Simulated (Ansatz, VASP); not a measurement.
## Two plane-wave programs on IrO2

```
Ir O
1.0
     4.47149    0.00000    0.00000
     0.00000    4.47149    0.00000
     0.00000    0.00000    3.15357
Ir O
2 4
Cartesian
  0.0000 0.0000 0.0000
  2.2357 2.2357 1.5768
  1.3807 1.3807 0.0000
  0.8550 3.6165 1.5768
  3.0908 3.0908 0.0000
  3.6165 0.8550 1.5768
```

Alike in both runs: functional PBEsol; k mesh 8 × 8 × 12; occupations gaussian, width 0.1 eV; no spin polarisation.

Ansatz relaxed the structure, and its values are those at the end. VASP's run is a single point on that final structure, the one shown.

|  | VASP | Ansatz |
| --- | --- | --- |
| version | VASP 6.6.1 | Ansatz 0.2.0 |
| potentials or method | VASP PAW PBE potentials, release 64 (Ir, O), cutoff 600 eV | scalar-relativistic, plane waves, PAW |
| valence electrons in the cell | 42 | 58 |

|  | VASP | Ansatz | Ansatz less VASP |
| --- | --- | --- | --- |
| gap on the k mesh at the Fermi level (eV) | none | none | - |
| pressure (GPa) | 2.8 | 0.0 | -2.79 |

VASP's potentials were made for PBE, not for PBEsol. A gap of «none» marks a metal or a gap that the smearing closes. The functional is the same, so the differences come from potentials, cutoffs and numerics. VASP's potentials hold 42 valence electrons a cell and Ansatz's 58, so a difference there can come from the potentials and not from the codes.

Neither program's run includes spin-orbit coupling.
